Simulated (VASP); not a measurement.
# Se (Fd-3m) in VASP: a series of runs, part 3 of 3

VASP 6.6.1. The steps go on from the part before.

### 4 Single point, PBE

File INCAR:

```
SYSTEM = Se
PREC     = Accurate       ! precision mode
ENCUT    = 520            ! plane-wave cutoff, eV
EDIFF    = 1E-6           ! SCF threshold, eV
ISMEAR   = -1             ! smearing method
SIGMA    = 0.1            ! smearing width, eV
LREAL    = .False.        ! projectors in reciprocal space
LASPH    = .True.         ! aspherical terms in the spheres
NELM     = 60             ! most SCF steps
ALGO     = Normal         ! electronic algorithm
ISIF     = 2              ! what is computed and relaxed
LWAVE    = .False.        ! write WAVECAR
LCHARG   = .False.        ! write CHGCAR
GGA      = PE             ! functional
NBANDS   = 13             ! bands
```

File KPOINTS:

```
Automatic mesh
0
Gamma
  14 14 14
  0 0 0
```

File POSCAR:

```
Se
1.0
    0.0000000000      2.3237639704      2.3237639704
    2.3237639704      0.0000000000      2.3237639704
    2.3237639704      2.3237639704      0.0000000000
Se
2
Direct
   -0.1250000000     -0.1250000000     -0.1250000000
    0.1250000000      0.1250000000      0.1250000000
```

Potentials or basis: VASP PAW PBE potentials, release 64 (Se).

The run is started by

```console
$ cat potpaw_PBE.64/Se/POTCAR > POTCAR
$ mpirun -np 1 vasp_std > vasp.out
```

OUTCAR:

```text
SYSTEM = Se
   PREC = Accurate
   ENCUT = 520
   EDIFF = 1E-6
   ISMEAR = -1
   LREAL = .False.
   LASPH = .True.
   NELM = 60
   ISIF = 2
   GGA = PE

 ion  position               nearest neighbor table
   1  0.875  0.875  0.875-   2 2.01   2 2.01   2 2.01   2 2.01
   2  0.125  0.125  0.125-   1 2.01   1 2.01   1 2.01   1 2.01

  LATTYP: Found a face centered cubic cell.
 ALAT       =     4.6475279408

  Lattice vectors:

 A1 = (   0.0000000000,   2.3237639704,   2.3237639704)
 A2 = (   2.3237639704,   0.0000000000,   2.3237639704)
 A3 = (   2.3237639704,   2.3237639704,   0.0000000000)

Analysis of symmetry for initial positions (statically):
=====================================================================
 Subroutine PRICEL returns:
 Original cell was already a primitive cell.

 Routine SETGRP: Setting up the symmetry group for a
 face centered cubic supercell.

 Subroutine GETGRP returns: Found 48 space group operations
 (whereof 12 operations were pure point group operations)
 out of a pool of 48 trial point group operations.

The static configuration has the point symmetry D_3d.
 The point group associated with its full space group is O_h .

Analysis of symmetry for dynamics (positions and initial velocities):
=====================================================================
 Subroutine PRICEL returns:
 Original cell was already a primitive cell.

 Routine SETGRP: Setting up the symmetry group for a
 face centered cubic supercell.

 Subroutine GETGRP returns: Found 48 space group operations
 (whereof 12 operations were pure point group operations)
 out of a pool of 48 trial point group operations.

The dynamic configuration has the point symmetry D_3d.
 The point group associated with its full space group is O_h .

 Subroutine INISYM returns: Found 48 space group operations
 (whereof 12 operations are pure point group operations),
 and found     1 'primitive' translations

----------------------------------------------------------------------------------------

                                     Primitive cell

  volume of cell :      25.0961

  direct lattice vectors                    reciprocal lattice vectors
     0.000000000  2.323763970  2.323763970    -0.215168152  0.215168152  0.215168152
     2.323763970  0.000000000  2.323763970     0.215168152 -0.215168152  0.215168152
     2.323763970  2.323763970  0.000000000     0.215168152  0.215168152 -0.215168152

  length of vectors
     3.286298523  3.286298523  3.286298523     0.372682172  0.372682172  0.372682172

  position of ions in fractional coordinates (direct lattice)
     0.875000000  0.875000000  0.875000000
     0.125000000  0.125000000  0.125000000

  ion indices of the primitive-cell ions
   primitive index   ion index
                 1           1
                 2           2

----------------------------------------------------------------------------------------

 KPOINTS: Automatic mesh

Automatic generation of k-mesh.
 Grid dimensions read from file:
 generate k-points for:   14   14   14

 Generating k-lattice:

  Cartesian coordinates                     Fractional coordinates (reciprocal lattice)
    -0.015369154  0.015369154  0.015369154     0.071428571  0.000000000  0.000000000
[... 39 lines left out ...]
  0.285714  0.142857  0.000000     24.000000
 [... further k-points ...]
   k-points           NKPTS =    104   k-points in BZ     NKDIM =    104   number of bands    NBANDS=     13
   number of dos      NEDOS =    301   number of ions     NIONS =      2
   total plane-waves  NPLWV =  13824
   dimension x,y,z NGX =    24 NGY =   24 NGZ =   24
   dimension x,y,z NGXF=    48 NGYF=   48 NGZF=   48
   ions per type =               2
   NGX,Y,Z   is equivalent  to a cutoff of  12.14, 12.14, 12.14 a.u.
   NGXF,Y,Z  is equivalent  to a cutoff of  24.28, 24.28, 24.28 a.u.
 SYSTEM =  Se
   PREC   = accura    normal or accurate (medium, high low for compatibility)
   ISTART =      0    job   : 0-new  1-cont  2-samecut
   ICHARG =      2    charge: 1-file 2-atom 10-const
   ISPIN  =      1    spin polarized calculation?
   LNONCOLLINEAR =      F non collinear calculations
   LSORBIT =      F    spin-orbit coupling
   LASPH  =      T    aspherical Exc in radial PAW
   ENCUT  =  520.0 eV  38.22 Ry    6.18 a.u.   6.11  6.11  6.11*2*pi/ulx,y,z
   NELM   =     60;   NELMIN=  2; NELMDL= -5     # of ELM steps
   EDIFF  = 0.1E-05   stopping-criterion for ELM
   LREAL  =      F    real-space projection
   EDIFFG = 0.1E-04   stopping-criterion for IOM
   NSW    =      0    number of steps for IOM
   IBRION =     -1    ionic relax: 0-MD 1-quasi-New 2-CG
   NFREE  =      0    steps in history (QN), initial steepest desc. (CG)
   ISIF   =      2    stress and relaxation
   ISYM   =      2    0-nonsym 1-usesym 2-fastsym
   POTIM  = 0.5000    time-step for ionic-motion
   TEBEG  =    0.0;   TEEND  =   0.0 temperature during run
   PSTRESS=    0.0 pullay stress
   NELECT =      12.0000    total number of electrons
   NUPDOWN=      -1.0000    fix difference up-down
   EMIN   =  10.00;   EMAX   =-10.00  energy-range for DOS
   EFERMI =   0.00;   METHOD = LEGACY
   ISMEAR =    -1;   SIGMA  =   0.10  broadening in eV -4-tet -1-fermi 0-gaus
   EFERMI_NEDOS =   21; number of points for ismear=-14 and -15
   IALGO  =     38    algorithm
   IMIX   =      4    mixing-type and parameters
     AMIX     =   0.40;   BMIX     =  1.00
     AMIX_MAG =   1.60;   BMIX_MAG =  1.00
  volume/ion in A,a.u.               =      12.55        84.68
  Fermi-wavevector in a.u.,A,eV,Ry     =   1.280167  2.419165 22.297596  1.638827
  Thomas-Fermi vector in A             =   2.412610
   LORBIT       =      0    0 simple, 1 ext, 2 COOP (PROOUT), +10 PAW based schemes
   GGA     = PE    functional components
   LHFCALC =     F    Hartree Fock is set to
   AEXX    =    0.0000 exact exchange contribution
   IVDW    =     0    specifies the selected vdW correction
   LEPSILON=     F    determine dielectric tensor
   LRPA    =     F    only Hartree local field effects (RPA)
 non-spin polarized calculation
  energy-cutoff  :      520.00
  volume of cell :       25.10
 maximum number of plane-waves:       692
   NGX = 13   NGY = 13   NGZ = 13

 number of electron      11.9999997 magnetization

 Free energy of the ion-electron system (eV)
  ---------------------------------------------------
  ext. energy  EPLUGINS =         0.00000000
  ---------------------------------------------------
  free energy    TOTEN  =         6.33783126 eV

  energy without entropy =        6.35914530  energy(sigma->0) =        6.34848828

 E-fermi :  13.4287     XC(G=0): -12.5763

 val. band max:       13.3924620300   @ k =   0.2857   0.1429   0.0714
 cond. band min:      13.4491391770   @ k =  -0.3571   0.1429   0.0000
 fundamental gap:      0.0566771470
 Fermi energy:        13.4286766746

 k-point     1 :       0.0000    0.0000    0.0000
  band No.  band energies     occupation
      1     -11.2890      2.00000
      2       6.5976      2.00000
      3       6.5976      2.00000
      4       6.5976      2.00000
      5       9.8501      2.00000
      6      10.8898      2.00000
      7      10.8898      2.00000
      8      10.8898      2.00000
      9      18.1560      0.00000
     10      20.3094      0.00000
     11      20.3094      0.00000
     12      23.4867      0.00000
     13      23.4867      0.00000
[... 354 lines left out ...]
  band No.  band energies     occupation
      1      -9.9532      2.00000
      2       0.6480      2.00000
      3       4.2585      2.00000
      4       4.3431      2.00000
      5      10.2936      2.00000
      6      12.1572      1.99999
      7      14.2392      0.00060
      8      14.5300      0.00003
      9      18.9456      0.00000
     10      21.0159      0.00000
     11      21.7163      0.00000
     12      24.5684      0.00000
     13      27.3616      0.00000

 [... further k-points ...]

------------------------ aborting loop because EDIFF is reached ----------------------------------------

  FORCE on cell =-STRESS in cart. coord.  units (eV):
  Direction    XX          YY          ZZ          XY          YZ          ZX
  --------------------------------------------------------------------------------------
  -------------------------------------------------------------------------------------
  Total       35.1054149     35.1054149     35.1054149      0.0000000      0.0000000      0.0000000
  in kB     2241.1898952   2241.1898952   2241.1898952      0.0000000      0.0000000      0.0000000
  external PRESSURE =    2241.1898952 kB  Pullay stress =       0.0000000 kB

 VOLUME and BASIS-vectors are now :
 -----------------------------------------------------------------------------
  energy-cutoff  :      520.00
  volume of cell :       25.10
      direct lattice vectors                 reciprocal lattice vectors
     0.000000000  2.323763970  2.323763970    -0.215168152  0.215168152  0.215168152
     2.323763970  0.000000000  2.323763970     0.215168152 -0.215168152  0.215168152
     2.323763970  2.323763970  0.000000000     0.215168152  0.215168152 -0.215168152

 POSITION                                       TOTAL-FORCE (eV/Angst)
 -----------------------------------------------------------------------------------
      4.06659      4.06659      4.06659        -0.000000     -0.000000     -0.000000
      0.58094      0.58094      0.58094         0.000000      0.000000      0.000000
 -----------------------------------------------------------------------------------
    total drift:                                0.000000      0.000000      0.000000

  FREE ENERGIE OF THE ION-ELECTRON SYSTEM (eV)
  ---------------------------------------------------
  free  energy   TOTEN  =         6.3378312623 eV

  energy  without entropy=        6.3591453034  energy(sigma->0) =        6.34848828
```

It took 13 s on 1 thread of Intel Xeon 6975P-C (Granite Rapids), shared host; peak memory 0.15 GiB.

Results:

```yaml
Free_energy: 6.3378 eV
Pressure: 224.1 GPa
Band_gap_on_the_k_mesh: zero (band 6 reaches 16.06 eV, above the bottom of band 7 at 10.89 eV)
```

### 5 Relaxation of cell and atoms, PBE, target pressure 220 GPa, at which the enthalpy is minimised

This run uses another cell than the first one, of 10.96 Å³/atom, 0.873 times its volume.

File INCAR:

```
  ALGO = Normal
  EDIFF = 1E-6
  EDIFFG = -0.005
  ENCUT = 600
  GGA = PE
  IBRION = 2
  ISIF = 3
  ISMEAR = -1
  LASPH = T
  LCHARG = F
  LREAL = F
  LWAVE = F
  NELM = 60
  NSW = 60
  PREC = Accurate
  PSTRESS = 2200.0
  SIGMA = 0.1
```

File KPOINTS:

```
k-points
0
Gamma
  14 14 14
```

File POSCAR:

```
Se
1.0
    0.0000000000      2.2210833282      2.2210833282
    2.2210833282      0.0000000000      2.2210833282
    2.2210833282      2.2210833282      0.0000000000
Se
2
Direct
   -0.1250000000     -0.1250000000     -0.1250000000
    0.1250000000      0.1250000000      0.1250000000
```

The run is started by

```console
$ cat potpaw_PBE.64/Se/POTCAR > POTCAR
$ mpirun -np 1 vasp_std > vasp.out
```

It took 1.7 min on 1 thread of Intel Xeon 6975P-C (Granite Rapids), shared host; peak memory 0.18 GiB.

It converged, with:

| Quantity | Value |
| --- | --- |
| Free energy | 6.1282 eV |
| Relaxed volume | 12.62 Å³/atom |
| Relaxed cell | a = 3.293 Å, b = 3.293 Å, c = 3.293 Å, α = 60.00°, β = 60.00°, γ = 60.00° |
| Space group after relaxing (to 0.05 Å) | Fd-3m (No. 227) |
| Energy change on relaxing (the enthalpy is what falls) | -2848.6 meV/atom |
| Ionic steps | 5 |
| Pressure after relaxing | 220.0 GPa |
| Band gap on the k mesh | zero (band 6 reaches 15.93 eV, above the bottom of band 7 at 10.80 eV) |

The path:
```csv
step,energy change (eV),largest force (eV/Å),pressure (GPa),volume (Å³)
1,0.0000,0.0000,338.41,21.91
2,-17.7957,0.0000,3.40,58.94
3,-8.5284,0.0000,166.05,27.62
4,-5.9512,0.0000,215.03,25.43
5,-5.6973,0.0000,220.00,25.25
```

Final structure:
```
Se
1.0
     0.00000    2.32842    2.32842
     2.32842    0.00000    2.32842
     2.32842    2.32842    0.00000
Se
2
Direct
  0.87500 0.87500 0.87500
  0.12500 0.12500 0.12500
```

Levels at points of the mesh, in eV from the Fermi level:
```
           k point  band 2  band 3  band 4  band 5  band 6  band 7  band 8  band 9  band 10
(0.00, 0.00, 0.00)   -6.81   -6.81   -6.81   -3.66   -2.52   -2.52   -2.52    4.72     6.88
(0.50, 0.00, 0.00)  -17.09   -8.75   -8.75   -4.66   -0.76   -0.76    4.95    9.81    10.21
(0.50, 0.50, 0.00)  -18.86  -11.05  -11.05   -4.57   -4.57    7.99    7.99   11.86    11.86
```

Caveat: the cell is relaxed towards a set pressure, so the enthalpy falls and the energy may rise; the volume moved by over 15 % at a fixed basis, so the end points are rough.

### 6 Summary

```csv
task,cell,cutoff (eV),gap on the mesh (eV),pressure (GPa)
relaxation of cell and atoms,"relaxed to 220 GPa from a = 3.286 Å, angles 60.0°, 2 atoms",600,none,220.0
single point,"a = 3.286 Å, angles 60.0°, 2 atoms",520,none,224.1
relaxation of cell and atoms,"relaxed to 220 GPa from a = 3.141 Å, angles 60.0°, 2 atoms",600,none,220.0
```

Alike in all rows: level PBE; potentials or basis VASP PAW PBE potentials, release 64 (Se); no spin polarisation; k mesh 14 × 14 × 14; smearing fermi-dirac 0.1 eV.

Caveats: the cell is relaxed towards a set pressure, so the enthalpy falls and the energy may rise (some runs); the volume moved by over 15 % at a fixed basis, so the end points are rough (some runs).

Absolute energies hang on the potentials; compare differences alone.
